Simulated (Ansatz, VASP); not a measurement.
## Two plane-wave programs on SrO

File INCAR:

```
SYSTEM = SrO
PREC = Accurate
ENCUT = 520
EDIFF = 1E-6
ISMEAR = 0
SIGMA = 0.02
LREAL = .False.
LASPH = .True.
NELM = 80
ALGO = Normal
ISIF = 2
LWAVE = .False.
LCHARG = .True.
GGA = PS
LELF = .True.
LVHAR = .True.
NBANDS = 24
```

File KPOINTS:

```
Automatic mesh
0
Gamma
  9 9 6
  0 0 0
```

POSCAR

```
SrO
1.0
    4.2043652616      0.0000000000      0.0000000000
   -2.1021826308      3.6410871233      0.0000000000
    0.0000000000      0.0000000000      5.3791931447
Sr O
2 2
Direct
    0.3333333300      0.6666666700      0.9090330950
    0.6666666700      0.3333333300      0.4090330950
    0.3333333300      0.6666666700      0.4659669050
    0.6666666700      0.3333333300      0.9659669050
```

Input for Ansatz:

```yaml
crystal:
  lattice:
    - [4.2043652616, 0.0, 0.0]
    - [-2.1021826308, 3.6410871233, 0.0]
    - [0.0, 0.0, 5.3791931447]
  atoms:
    - { symbol: Sr, position: [0.33333333, 0.66666667, 0.909033095] }
    - { symbol: Sr, position: [0.66666667, 0.33333333, 0.409033095] }
    - { symbol: O, position: [0.33333333, 0.66666667, 0.465966905] }
    - { symbol: O, position: [0.66666667, 0.33333333, 0.965966905] }
basis:
  ecutwfc: 420
kpoints:
  mp_grid: { grid: [9, 9, 6] }
hamiltonian:
  xc: pbesol
scf:
  occupations: { method: gaussian, width: 0.02 }
output:
  forces: true
  stress: true
  eigenvalues: true
  populations: true
```

Alike in both runs: task single point; functional PBEsol; k mesh 9 × 9 × 6; occupations gaussian, width 0.02 eV; no spin polarisation.

```csv
,VASP,Ansatz
version,VASP 6.6.1,Ansatz 0.2.0
potentials or method,"VASP PAW PBE potentials, release 64 (Sr_sv, O), cutoff 520 eV","scalar-relativistic, plane waves, PAW"
valence electrons in the cell,32,32
```

```tsv
	VASP	Ansatz	Ansatz less VASP
gap on the k mesh at the Fermi level (eV)	2.77	2.78	+0.010
least direct gap on the mesh (eV)	2.77	2.78	+0.010
pressure (GPa)	-0.5	-1.0	-0.53
traceless stress, the component that is largest in VASP (GPa)	0.86	0.81	-0.050
rms of the force components (eV/Å)	0.236	0.217	-0.0188
```

VASP's potentials were made for PBE, not for PBEsol. Atom by atom the forces differ by 0.019 eV/Å (rms over components).
